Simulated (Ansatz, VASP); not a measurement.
**BN in VASP and in Ansatz**

```
CELL_PARAMETERS angstrom
1.30117 0.75123 3.37293
-1.30117 0.75123 3.37293
0.00000 -1.50246 3.37293
ATOMIC_POSITIONS crystal
B 0.99967 0.99967 0.99967
N 0.33276 0.33276 0.33276
```

Alike in both runs: task single point; functional LDA; k mesh 12 × 12 × 12; occupations gaussian, width 0.05 eV; no spin polarisation.

|  | VASP | Ansatz |
| --- | --- | --- |
| version | VASP 6.6.1 | Ansatz 0.2.0 |
| potentials or method | VASP PAW LDA potentials, release 64 (B, N), cutoff 600 eV | scalar-relativistic, plane waves, PAW |
| valence electrons in the cell | 8 | 8 |

Ansatz gave:

| Item | Value |
| --- | --- |
| gap on the k mesh at the Fermi level (eV) | 3.89 |
| pressure (GPa) | -27.2 |
| traceless stress, the component that is largest in VASP (GPa) | 26.28 |
| rms of the force components (eV/Å) | 0.004 |

Question: What did VASP give for the same quantities?

Answer: gap on the k mesh at the Fermi level (eV): 3.88; pressure (GPa): -27.1; traceless stress, the component that is largest in VASP (GPa): 25.87; rms of the force components (eV/Å): 0.004.

LDA's correlation is that of Perdew and Zunger in VASP and of Perdew and Wang (1992) in Ansatz. Atom by atom the forces differ by 0.000 eV/Å (rms over components).
